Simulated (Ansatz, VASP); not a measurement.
P in VASP and in Ansatz

File INCAR:

```
  PREC = Accurate
  ENCUT = 520
  EDIFF = 1E-6
  ISMEAR = 0
  SIGMA = 0.02
  LREAL = F
  LASPH = T
  NELM = 80
  ALGO = Normal
  ISIF = 2
  LWAVE = F
  LCHARG = F
  LDIPOL = T
  IDIPOL = 3
  DIPOL = 0.5 0.5 0.500
  GGA = PE
  IVDW = 12
  NBANDS = 12
```

File KPOINTS:

```
Automatic mesh
0
Gamma
  9 9 1
```

POSCAR

```
P
1.0
    3.3870000000      0.0000000000      0.0000000000
   -1.6935000000      2.9332280426      0.0000000000
    0.0000000000      0.0000000000     28.0000000000
P
2
Direct
    0.3333333333      0.6666666667      0.5190535714
    0.6666666667      0.3333333333      0.4809464286
```

Input for Ansatz:

```yaml
crystal:
  lattice:
    - [3.387, 0.0, 0.0]
    - [-1.6935, 2.9332280426, 0.0]
    - [0.0, 0.0, 28.0]
  atoms:
    - { symbol: P, position: [0.3333333333, 0.6666666667, 0.5190535714] }
    - { symbol: P, position: [0.6666666667, 0.3333333333, 0.4809464286] }
  periodic: [true, true, false]
basis:
  ecutwfc: 420
kpoints:
  mp_grid: { grid: [9, 9, 1] }
hamiltonian:
  xc: pbe
  dispersion: d3bj
scf:
  occupations: { method: gaussian, width: 0.02 }
output:
  forces: true
  stress: true
  eigenvalues: true
```

Alike in both runs: task single point; functional PBE; dispersion D3(BJ); k mesh 9 × 9 × 1; occupations gaussian, width 0.02 eV; no spin polarisation.

|  | VASP | Ansatz |
| --- | --- | --- |
| version | VASP 6.6.1 | Ansatz 0.2.0 |
| potentials or method | VASP PAW PBE potentials, release 64 (P), cutoff 520 eV | scalar-relativistic, plane waves, PAW |
| valence electrons in the cell | 10 | 10 |

```tsv
	VASP	Ansatz	Ansatz less VASP
gap on the k mesh at the Fermi level (eV)	0.80	0.76	-0.045
least direct gap on the mesh (eV)	1.38	1.34	-0.043
rms of the force components (eV/Å)	1.249	1.292	+0.0431
```

Atom by atom the forces differ by 0.043 eV/Å (rms over components).
